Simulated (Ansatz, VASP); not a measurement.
# One calculation of Rh, two programs

INCAR

```
PREC = Accurate
ENCUT = 520
EDIFF = 1E-7
ISMEAR = 0
SIGMA = 0.05
LREAL = False
LASPH = True
NELM = 60
ALGO = Normal
ISIF = 2
LWAVE = False
LCHARG = False
GGA = PE
NBANDS = 14
```

The input KPOINTS:

```
regular mesh
0
Gamma
  8 8 8
```

Contents of POSCAR:

```
Rh
1.0
    0.0000000000      1.9168305996      1.9168305996
    1.9168305996      0.0000000000      1.9168305996
    1.9168305996      1.9168305996      0.0000000000
Rh
1
Direct
    0.0000000000      0.0000000000      0.0000000000
```

Input for Ansatz:

```yaml
crystal:
  lattice:
    - [0.0, 1.9168306021, 1.9168306021]
    - [1.9168306021, 0.0, 1.9168306021]
    - [1.9168306021, 1.9168306021, 0.0]
  atoms:
    - { symbol: Rh, position: [0.0, 0.0, 0.0] }
basis:
  ecutwfc: 420
  ecutrho_ratio: 4
kpoints:
  mp_grid: { grid: [8, 8, 8] }
hamiltonian:
  xc: pbe
scf:
  occupations: { method: gaussian, width: 0.05 }
output:
  forces: true
  stress: true
  eigenvalues: true
```

Alike in both runs: task single point; functional PBE; k mesh 8 × 8 × 8; occupations gaussian, width 0.05 eV; no spin polarisation.

```csv
,VASP,Ansatz
version,VASP 6.6.1,Ansatz 0.2.0
potentials or method,"VASP PAW PBE potentials, release 64 (Rh_pv), cutoff 520 eV","scalar-relativistic, plane waves, PAW"
valence electrons in the cell,15,17
```

```tsv
	VASP	Ansatz	Ansatz less VASP
gap on the k mesh at the Fermi level (eV)	none	none	-
pressure (GPa)	0.0	0.0	-0.05
```

A gap of «none» marks a metal or a gap that the smearing closes. With one functional, cell and mesh, what is left measures potentials, basis and numerics. VASP's potentials hold 15 valence electrons a cell and Ansatz's 17, so a difference there can come from the potentials and not from the codes.
